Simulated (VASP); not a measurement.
**InSe: single point with PBE+D3(BJ)**

InSe, a slab with vacuum:

```xyz
8
Lattice="4.0266 0.0000 0.0000 -2.0133 3.4871 0.0000 0.0000 0.0000 28.2707" Properties=species:S:1:pos:R:3 pbc="T T T"
Se    0.0000    0.0000    4.5000
Se    0.0000    0.0000    9.8854
Se    0.0000    3.0997   13.1954
Se    0.0000    3.0997   18.5807
In    2.0133    1.1624    5.7954
In    2.0133    1.1624    8.5899
In   -2.0133    1.9373   14.4908
In   -2.0133    1.9373   17.2853
```

This cell differs from its parent crystal: layers slid over each other.

```
Program             : VASP 6.6.1
Task                : single point
Functional          : PBE
Dispersion          : D3(BJ)
Potentials or basis : VASP PAW PBE potentials, release 64 (Se, In_d)
Cutoff              : 520 eV
k mesh              : 9 × 9 × 1
Occupations         : gaussian, width 0.05 eV
Spin                : no spin polarisation
```

```
Largest force              : 0.052 eV/Å
Band gap on the k mesh     : 1.15 eV (least direct gap 1.19 eV)
Dispersion energy per atom : -0.253 eV
```

Forces on the atoms (eV/Å):
```
Se   0.000  0.001 -0.011
Se   0.000  0.017  0.049
Se   0.000 -0.017 -0.049
Se   0.000 -0.001  0.011
In   0.000  0.002  0.013
In   0.000 -0.009  0.021
In   0.000  0.009 -0.021
In   0.000 -0.002 -0.013
```

Levels at points of the mesh, in eV from the valence-band top:
```
           k point  band 36  band 37  band 38  band 39  band 40  band 41
(0.00, 0.00, 0.00)    -0.66    -0.61    -0.05     1.15     1.70     2.53
```

It took 31 min on 1 thread of Intel Xeon 8259CL (shared host), peak memory 0.66 GiB.

Caveat: the cell differs from its parent crystal (layers slid over each other); spin-orbit coupling is left out, which moves the levels of the heavy elements.
